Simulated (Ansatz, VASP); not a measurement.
**Two plane-wave programs on AlN**

```
Al N
1.0
     2.87982    0.00000    0.00000
    -1.43991    2.49400    0.00000
     0.00000    0.00000    5.41942
Al N
2 2
Direct
  0.33333 0.66667 0.00173
  0.66667 0.33333 0.50173
  0.33333 0.66667 0.38327
  0.66667 0.33333 0.88327
```

Change from the starting cell: strain -0.080 along x and y, +0.080 along z, atoms carried along.

Alike in both runs: task single point; functional PBE; k mesh 12 × 12 × 6; occupations gaussian, width 0.05 eV; no spin polarisation.

|  | VASP | Ansatz |
| --- | --- | --- |
| version | VASP 6.6.1 | Ansatz 0.2.0 |
| potentials or method | VASP PAW PBE potentials, release 64 (Al, N), cutoff 520 eV | scalar-relativistic, plane waves, PAW |
| valence electrons in the cell | 16 | 16 |

|  | VASP | Ansatz | Ansatz less VASP |
| --- | --- | --- | --- |
| gap on the k mesh at the Fermi level (eV) | 3.79 | 3.79 | -0.002 |
| least direct gap on the mesh (eV) | 3.79 | 3.79 | -0.002 |
| pressure (GPa) | 29.5 | 29.6 | +0.07 |
| traceless stress, the component that is largest in VASP (GPa) | -49.70 | -49.29 | +0.419 |
| rms of the force components (eV/Å) | 0.871 | 0.866 | -0.0052 |

Atom by atom the forces differ by 0.005 eV/Å (rms over components). Both programs put the cell under a high pressure, so it lies far from rest at this level. With one functional, cell and mesh, what is left measures potentials, basis and numerics.
